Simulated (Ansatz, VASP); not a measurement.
One calculation of C, two programs

```xyz
2
Lattice="1.2325 0.7116 3.3614 -1.2325 0.7116 3.3614 0.0000 -1.4232 3.3614" Properties=species:S:1:pos:R:3 pbc="T T T"
C     0.0000   -0.0600    1.6087
C     0.0000    0.0600    8.4755
```

Change from the starting cell: mode 4 frozen in at -0.071 Å and mode 6 at -0.060 Å (largest displacements).

Alike in both runs: task single point; functional PBE; dispersion D3(BJ); k mesh 15 × 15 × 15; occupations gaussian, width 0.05 eV; no spin polarisation.

|  | VASP | Ansatz |
| --- | --- | --- |
| version | VASP 6.6.1 | Ansatz 0.2.0 |
| potentials or method | VASP PAW PBE potentials, release 64 (C), cutoff 520 eV | scalar-relativistic, plane waves, PAW |
| valence electrons in the cell | 8 | 8 |

|  | VASP | Ansatz | Ansatz less VASP |
| --- | --- | --- | --- |
| gap on the k mesh at the Fermi level (eV) | 0.25 | 0.25 | 0.000 |
| least direct gap on the mesh (eV) | 0.27 | 0.27 | 0.000 |
| pressure (GPa) | 6.3 | 6.0 | -0.35 |
| traceless stress, the component that is largest in VASP (GPa) | 18.50 | 18.06 | -0.434 |
| rms of the force components (eV/Å) | 4.276 | 4.266 | -0.0097 |

Atom by atom the forces differ by 0.012 eV/Å (rms over components).
